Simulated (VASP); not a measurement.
Input of a VASP 6.6.1 run:

File POSCAR:

```
Rb
1.0
   -2.8677202310      2.8677202310      2.8677202310
    2.8677202310     -2.8677202310      2.8677202310
    2.8677202310      2.8677202310     -2.8677202310
Rb
1
Direct
    0.0000000000      0.0000000000      0.0000000000
```

Contents of INCAR.step1:

```
SYSTEM = Rb
ALGO = Normal
EDIFF = 1E-4
ENCUT = 520
GGA = PE
ISMEAR = -1
LASPH = .TRUE.
LCHARG = .FALSE.
LREAL = .FALSE.
LWAVE = .TRUE.
NBANDS = 10
NELM = 100
PREC = Accurate
SIGMA = 0.1
```

File INCAR.step2:

```
SYSTEM = Rb
ALGO = Normal
EDIFF = 1E-6
ENCUT = 520
ISIF = 2
ISMEAR = -1
ISTART = 1
LASPH = .TRUE.
LCHARG = .TRUE.
LELF = .TRUE.
LMIXTAU = .TRUE.
LREAL = .FALSE.
LVHAR = .TRUE.
LWAVE = .FALSE.
METAGGA = R2SCAN
NBANDS = 10
NELM = 100
PREC = Accurate
SIGMA = 0.1
```

File KPOINTS:

```
k-points
0
G
  8 8 8
  0 0 0
```

Potentials or basis: VASP PAW PBE potentials, release 64 (Rb_sv).

Run with:

```console
$ cat potpaw_PBE.64/Rb_sv/POTCAR > POTCAR
$ cp INCAR.step1 INCAR
$ mpirun -np 1 vasp_std > vasp.out
$ cp INCAR.step2 INCAR
$ mpirun -np 1 vasp_std > vasp.out
```

(1) What does it give for the pressure?

(2) Predict the band gap on the k mesh.

Results:

(1) 0.0 GPa.

(2) zero (an odd number of electrons rules out a gap without spin polarisation).

Caveat: the PAW data sets were made with another functional, which shifts forces and pressure a little.
